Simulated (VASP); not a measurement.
# AlAs (F-43m) in VASP: a series of runs

Runs on AlAs. Level: LDA. Tasks: single point.

Everything below comes from runs of VASP 6.6.1. Logs are shortened: lines on timing, memory, paths and dates and some standing lists are left out, and cuts for length are marked.

## Step 1: The cell of the first run

The structure is cubic, space group F-43m (No. 216). The conventional cell has a = 5.661 Å, b = 5.661 Å, c = 5.661 Å, α = 90.00°, β = 90.00°, γ = 90.00°. Within 3.2 Å of Al (site symmetry -43m) lie 4 As at 2.45 Å. As (site symmetry -43m) has 4 Al at 2.45 Å within 3.2 Å.

## Step 2: Single point, LDA

INCAR reads:

```
ALGO = Normal
EDIFF = 1E-6
ENCUT = 500
GGA_COMPAT = False
ISIF = 2
ISMEAR = 0
LASPH = True
LCHARG = True
LELF = True
LREAL = False
LVHAR = True
LWAVE = False
NBANDS = 11
NELM = 120
PREC = Accurate
SIGMA = 0.05
```

KPOINTS reads:

```
k-points
0
Gamma
  8 8 8
```

POSCAR reads:

```
AlAs
1.0
    0.0000000000      2.8304000000      2.8304000000
    2.8304000000      0.0000000000      2.8304000000
    2.8304000000      2.8304000000      0.0000000000
Al As
1 1
Direct
    0.0000000000      0.0000000000      0.0000000000
    0.7500000000      0.7500000000      0.7500000000
```

Potentials or basis: VASP PAW LDA potentials, release 64 (Al, As).

The run is started by

```bash
> cat potpaw_LDA.64/Al/POTCAR potpaw_LDA.64/As/POTCAR > POTCAR
> mpirun -np 1 vasp_std > vasp.out
```

OUTCAR:

```text
EDIFF = 1E-6
   ENCUT = 500
   ISIF = 2
   ISMEAR = 0
   LASPH = True
   LREAL = False
   NELM = 120
   PREC = Accurate

 ion  position               nearest neighbor table
   1  0.000  0.000  0.000-   2 2.45   2 2.45   2 2.45   2 2.45
   2  0.750  0.750  0.750-   1 2.45   1 2.45   1 2.45   1 2.45

  LATTYP: Found a face centered cubic cell.
 ALAT       =     5.6608000000

  Lattice vectors:

 A1 = (   0.0000000000,   2.8304000000,   2.8304000000)
 A2 = (   2.8304000000,   0.0000000000,   2.8304000000)
 A3 = (   2.8304000000,   2.8304000000,   0.0000000000)

Analysis of symmetry for initial positions (statically):
=====================================================================
 Subroutine PRICEL returns:
 Original cell was already a primitive cell.

 Routine SETGRP: Setting up the symmetry group for a
 face centered cubic supercell.

 Subroutine GETGRP returns: Found 24 space group operations
 (whereof 24 operations were pure point group operations)
 out of a pool of 48 trial point group operations.

The static configuration has the point symmetry T_d .

Analysis of symmetry for dynamics (positions and initial velocities):
=====================================================================
 Subroutine PRICEL returns:
 Original cell was already a primitive cell.

 Routine SETGRP: Setting up the symmetry group for a
 face centered cubic supercell.

 Subroutine GETGRP returns: Found 24 space group operations
 (whereof 24 operations were pure point group operations)
 out of a pool of 48 trial point group operations.

The dynamic configuration has the point symmetry T_d .

 Subroutine INISYM returns: Found 24 space group operations
 (whereof 24 operations are pure point group operations),
 and found     1 'primitive' translations

----------------------------------------------------------------------------------------

                                     Primitive cell

  volume of cell :      45.3496

  direct lattice vectors                    reciprocal lattice vectors
     0.000000000  2.830400000  2.830400000    -0.176653477  0.176653477  0.176653477
     2.830400000  0.000000000  2.830400000     0.176653477 -0.176653477  0.176653477
     2.830400000  2.830400000  0.000000000     0.176653477  0.176653477 -0.176653477

  length of vectors
     4.002790067  4.002790067  4.002790067     0.305972797  0.305972797  0.305972797

  position of ions in fractional coordinates (direct lattice)
     0.000000000  0.000000000  0.000000000
     0.750000000  0.750000000  0.750000000

  ion indices of the primitive-cell ions
   primitive index   ion index
                 1           1
                 2           2

----------------------------------------------------------------------------------------

 KPOINTS: k-points

Automatic generation of k-mesh.
 Grid dimensions read from file:
 generate k-points for:    8    8    8

 Generating k-lattice:

  Cartesian coordinates                     Fractional coordinates (reciprocal lattice)
    -0.022081685  0.022081685  0.022081685     0.125000000  0.000000000  0.000000000
     0.022081685 -0.022081685  0.022081685     0.000000000  0.125000000  0.000000000
     0.022081685  0.022081685 -0.022081685     0.000000000  0.000000000  0.125000000

  Length of vectors
     0.038246600  0.038246600  0.038246600

  Shift w.r.t. Gamma in fractional coordinates (k-lattice)
     0.000000000  0.000000000  0.000000000

 Subroutine IBZKPT returns following result:
 ===========================================

 Found     29 irreducible k-points:

 Following reciprocal coordinates:
            Coordinates               Weight
  0.000000  0.000000  0.000000      1.000000
  0.125000  0.000000  0.000000      8.000000
  0.250000  0.000000  0.000000      8.000000
  0.375000  0.000000  0.000000      8.000000
  0.500000  0.000000  0.000000      4.000000
  0.125000  0.125000  0.000000      6.000000
[... 16 lines left out ...]
  0.500000  0.250000  0.125000     48.000000
 -0.375000  0.250000  0.125000     24.000000
 [... further k-points ...]
   k-points           NKPTS =     29   k-points in BZ     NKDIM =     29   number of bands    NBANDS=     11
   number of dos      NEDOS =    301   number of ions     NIONS =      2
   total plane-waves  NPLWV =  27000
   dimension x,y,z NGX =    30 NGY =   30 NGZ =   30
   dimension x,y,z NGXF=    60 NGYF=   60 NGZF=   60
   ions per type =               1   1
   NGX,Y,Z   is equivalent  to a cutoff of  12.46, 12.46, 12.46 a.u.
   NGXF,Y,Z  is equivalent  to a cutoff of  24.92, 24.92, 24.92 a.u.
 SYSTEM =  unknown system
   PREC   = accura    normal or accurate (medium, high low for compatibility)
   ISTART =      0    job   : 0-new  1-cont  2-samecut
   ICHARG =      2    charge: 1-file 2-atom 10-const
   ISPIN  =      1    spin polarized calculation?
   LNONCOLLINEAR =      F non collinear calculations
   LSORBIT =      F    spin-orbit coupling
   LASPH  =      T    aspherical Exc in radial PAW
   ENCUT  =  500.0 eV  36.75 Ry    6.06 a.u.   7.30  7.30  7.30*2*pi/ulx,y,z
   NELM   =    120;   NELMIN=  2; NELMDL= -5     # of ELM steps
   EDIFF  = 0.1E-05   stopping-criterion for ELM
   LREAL  =      F    real-space projection
   EDIFFG = 0.1E-04   stopping-criterion for IOM
   NSW    =      0    number of steps for IOM
   IBRION =     -1    ionic relax: 0-MD 1-quasi-New 2-CG
   NFREE  =      0    steps in history (QN), initial steepest desc. (CG)
   ISIF   =      2    stress and relaxation
   ISYM   =      2    0-nonsym 1-usesym 2-fastsym
   POTIM  = 0.5000    time-step for ionic-motion
   TEBEG  =    0.0;   TEEND  =   0.0 temperature during run
   PSTRESS=    0.0 pullay stress
   NELECT =       8.0000    total number of electrons
   NUPDOWN=      -1.0000    fix difference up-down
   EMIN   =  10.00;   EMAX   =-10.00  energy-range for DOS
   EFERMI =   0.00;   METHOD = LEGACY
   ISMEAR =     0;   SIGMA  =   0.05  broadening in eV -4-tet -1-fermi 0-gaus
   EFERMI_NEDOS =   21; number of points for ismear=-14 and -15
   IALGO  =     38    algorithm
   IMIX   =      4    mixing-type and parameters
     AMIX     =   0.40;   BMIX     =  1.00
     AMIX_MAG =   1.60;   BMIX_MAG =  1.00
  volume/ion in A,a.u.               =      22.67       153.02
  Fermi-wavevector in a.u.,A,eV,Ry     =   0.918150  1.735052 11.469706  0.843000
  Thomas-Fermi vector in A             =   2.043199
   LORBIT       =      0    0 simple, 1 ext, 2 COOP (PROOUT), +10 PAW based schemes
   GGA     = CA    functional components
   LHFCALC =     F    Hartree Fock is set to
   AEXX    =    0.0000 exact exchange contribution
   IVDW    =     0    specifies the selected vdW correction
   LEPSILON=     F    determine dielectric tensor
   LRPA    =     F    only Hartree local field effects (RPA)
 non-spin polarized calculation
 Gauss-broadening in eV      SIGMA  =   0.05
  energy-cutoff  :      500.00
  volume of cell :       45.35
 maximum number of plane-waves:      1174
 NGX is ok and might be reduce to    30
   NGX = 15   NGY = 15   NGZ = 15

 number of electron       8.0000000 magnetization

 Free energy of the ion-electron system (eV)
  ---------------------------------------------------
  ext. energy  EPLUGINS =         0.00000000
  ---------------------------------------------------
  free energy    TOTEN  =       -10.51261733 eV

  energy without entropy =      -10.51261733  energy(sigma->0) =      -10.51261733

 E-fermi :   4.0109     XC(G=0):  -9.2789

 val. band max:        3.7821340480   @ k =   0.0000   0.0000   0.0000
 cond. band min:       5.1205388392   @ k =   0.5000   0.5000   0.0000
 fundamental gap:      1.3384047912
 Fermi energy:         4.0109252451

 k-point     1 :       0.0000    0.0000    0.0000
  band No.  band energies     occupation
      1      -8.1122      2.00000
      2       3.7821      2.00000
      3       3.7821      2.00000
      4       3.7821      2.00000
      5       5.6654      0.00000
      6       8.0278      0.00000
      7       8.0278      0.00000
      8       8.0278      0.00000
      9      12.4089      0.00000
     10      12.8157      0.00000
     11      12.8157      0.00000

 k-point     2 :       0.1250    0.0000    0.0000
  band No.  band energies     occupation
      1      -7.9596      2.00000
      2       2.3262      2.00000
      3       3.6208      2.00000
      4       3.6208      2.00000
      5       6.4474      0.00000
      6       8.3088      0.00000
      7       8.3088      0.00000
      8       8.4023      0.00000
      9      12.1838      0.00000
     10      12.1838      0.00000
     11      13.1465      0.00000

 k-point     3 :       0.2500    0.0000    0.0000
  band No.  band energies     occupation
      1      -7.5365      2.00000
      2       0.3658      2.00000
      3       3.3029      2.00000
      4       3.3029      2.00000
      5       6.2813      0.00000
      6       8.6487      0.00000
      7       8.6487      0.00000
      8      10.1109      0.00000
      9      12.0658      0.00000
     10      12.0658      0.00000
     11      12.9936      0.00000

 k-point     4 :       0.3750    0.0000    0.0000
  band No.  band energies     occupation
      1      -6.9893      2.00000
      2      -1.1801      2.00000
      3       3.0495      2.00000
      4       3.0495      2.00000
      5       5.9350      0.00000
      6       8.5345      0.00000
      7       8.5345      0.00000
      8      11.3420      0.00000
      9      13.3359      0.00000
     10      13.3531      0.00000
     11      13.3531      0.00000
[... 239 lines left out ...]
 k-point    22 :       0.3750    0.2500    0.1250
  band No.  band energies     occupation
      1      -7.1827      2.00000
      2      -0.0114      2.00000
      3       1.8145      2.00000
      4       2.8017      2.00000
      5       7.3016      0.00000
      6       7.9606      0.00000
      7       9.0111      0.00000
      8      10.2468      0.00000
      9      11.8957      0.00000
     10      14.1440      0.00000
     11      15.6730      0.00000

 k-point    23 :       0.5000    0.2500    0.1250
  band No.  band energies     occupation
      1      -6.6906      2.00000
      2      -1.0212      2.00000
      3       1.2228      2.00000
      4       2.4177      2.00000
      5       7.3804      0.00000
      6       8.1595      0.00000
      7       9.4868      0.00000
      8      10.5852      0.00000
      9      13.0450      0.00000
     10      14.2309      0.00000
     11      15.8413      0.00000

 k-point    24 :      -0.3750    0.2500    0.1250
  band No.  band energies     occupation
      1      -6.4365      2.00000
      2      -1.4998      2.00000
      3       1.0698      2.00000
      4       2.2338      2.00000
      5       7.3689      0.00000
      6       7.9417      0.00000
      7      10.3978      0.00000
      8      11.3400      0.00000
      9      12.0480      0.00000
     10      14.7031      0.00000
     11      15.9443      0.00000

 [... further k-points ...]

------------------------ aborting loop because EDIFF is reached ----------------------------------------

  FORCE on cell =-STRESS in cart. coord.  units (eV):
  Direction    XX          YY          ZZ          XY          YZ          ZX
  --------------------------------------------------------------------------------------
  -------------------------------------------------------------------------------------
  Total       -0.2557950     -0.2557950     -0.2557950      0.0000000      0.0000000     -0.0000000
  in kB       -9.0371014     -9.0371014     -9.0371014      0.0000000      0.0000000     -0.0000000
  external PRESSURE =      -9.0371014 kB  Pullay stress =       0.0000000 kB

 VOLUME and BASIS-vectors are now :
 -----------------------------------------------------------------------------
  energy-cutoff  :      500.00
  volume of cell :       45.35
      direct lattice vectors                 reciprocal lattice vectors
     0.000000000  2.830400000  2.830400000    -0.176653477  0.176653477  0.176653477
     2.830400000  0.000000000  2.830400000     0.176653477 -0.176653477  0.176653477
     2.830400000  2.830400000  0.000000000     0.176653477  0.176653477 -0.176653477

 POSITION                                       TOTAL-FORCE (eV/Angst)
 -----------------------------------------------------------------------------------
      0.00000      0.00000      0.00000         0.000000     -0.000000      0.000000
      4.24560      4.24560      4.24560        -0.000000      0.000000     -0.000000
 -----------------------------------------------------------------------------------
    total drift:                                0.000000      0.000000      0.000000

  FREE ENERGIE OF THE ION-ELECTRON SYSTEM (eV)
  ---------------------------------------------------
  free  energy   TOTEN  =       -10.5126173333 eV

  energy  without entropy=      -10.5126173333  energy(sigma->0) =      -10.51261733
```

Wall time 20 s (1 thread of Intel Xeon 8259CL, shared host); peak memory 0.15 GiB.

What came out:

```
Free energy            : -10.5126 eV
Pressure               : -0.9 GPa
Band gap on the k mesh : 1.34 eV, indirect (least direct gap 1.88 eV)
```

Levels at points of the mesh, in eV from the valence-band top:
| k point | band 2 | band 3 | band 4 | band 5 | band 6 | band 7 |
| --- | --- | --- | --- | --- | --- | --- |
| (0.00, 0.00, 0.00) | 0.00 | 0.00 | 0.00 | 1.88 | 4.25 | 4.25 |
| (0.50, 0.00, 0.00) | -5.60 | -0.82 | -0.82 | 2.02 | 4.64 | 4.64 |
| (0.50, 0.50, 0.00) | -5.45 | -2.18 | -2.18 | 1.34 | 2.20 | 10.20 |

A k mesh can miss the band edges. A hybrid or GW would open this gap; LDA tends to underestimate it.

## Step 3: Single point, LDA

INCAR reads:

```
SYSTEM = AlAs
ALGO = Normal
EDIFF = 1E-6
ENCUT = 500
GGA = CA
GGA_COMPAT = .False.
ISIF = 2
ISMEAR = 0
LASPH = .True.
LCHARG = .False.
LREAL = .False.
LWAVE = .False.
NBANDS = 11
NELM = 120
PREC = Accurate
SIGMA = 0.05
```

KPOINTS reads:

```
k-points
0
Gamma
  10 10 10
  0 0 0
```

POSCAR is that of step 2.

Potentials or basis: VASP PAW LDA potentials, release 64 (Al, As).

The run is started by

```bash
> cat potpaw_LDA.64/Al/POTCAR potpaw_LDA.64/As/POTCAR > POTCAR
> mpirun -np 1 vasp_std > vasp.out
```

Wall time 32 s (1 thread of Intel Xeon 8259CL, shared host); peak memory 0.16 GiB.

The run converged. Its results:

- Free energy: -10.5142 eV
- Pressure: -0.9 GPa
- Band gap on the k mesh: 1.34 eV, indirect (least direct gap 1.88 eV)

Levels at points of the mesh, in eV from the valence-band top:
```tsv
k point	band 2	band 3	band 4	band 5	band 6	band 7
(0.00, 0.00, 0.00)	0.00	0.00	0.00	1.88	4.25	4.25
(0.50, 0.00, 0.00)	-5.60	-0.82	-0.82	2.02	4.64	4.64
(0.50, 0.50, 0.00)	-5.45	-2.18	-2.18	1.34	2.20	10.20
```

A k mesh can miss the band edges. LDA gaps usually lie below the measured ones, often by a third to a half.
